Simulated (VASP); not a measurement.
A run of VASP 6.6.1:

File INCAR:

```
SYSTEM = Te
PREC     = Accurate       ! precision mode
ENCUT    = 500            ! plane-wave cutoff, eV
EDIFF    = 1E-6           ! SCF threshold, eV
ISMEAR   = 1              ! smearing method
SIGMA    = 0.05           ! smearing width, eV
LREAL    = .False.        ! projectors in reciprocal space
LASPH    = .True.         ! aspherical terms in the spheres
NELM     = 120            ! most SCF steps
ALGO     = Normal         ! electronic algorithm
ISIF     = 2              ! what is computed and relaxed
LWAVE    = .False.        ! write WAVECAR
LCHARG   = .False.        ! write CHGCAR
GGA      = PS             ! functional
NBANDS   = 16             ! bands
GGA_COMPAT= .False.
```

KPOINTS

```
regular mesh
0
Gamma
  5 5 5
  0 0 0
```

The input POSCAR:

```
Te
1.0
    2.1930000000      1.2661290000     10.1656670000
   -2.1930000000      1.2661290000     10.1656670000
    0.0000000000     -2.5322580000     10.1656670000
Te
3
Direct
    0.0000000000      0.0000000000      0.0000000000
    0.2095000000      0.2095000000      0.2095000000
    0.7905000000      0.7905000000      0.7905000000
```

Potentials or basis: VASP PAW PBE potentials, release 64 (Te).

The run is started by

```console
$ cat potpaw_PBE.64/Te/POTCAR > POTCAR
$ mpirun -np 1 vasp_std > vasp.out
```

Hardware: 1 thread of AMD EPYC 7R13 Processor (Zen 3), with other jobs on the host.

How long does it take, and how much memory?

It took 4.7 min on 1 thread of AMD EPYC 7R13 Processor (Zen 3), with other jobs on the host, peak memory 0.82 GiB. Counts: scf iterations 14, k points 19.
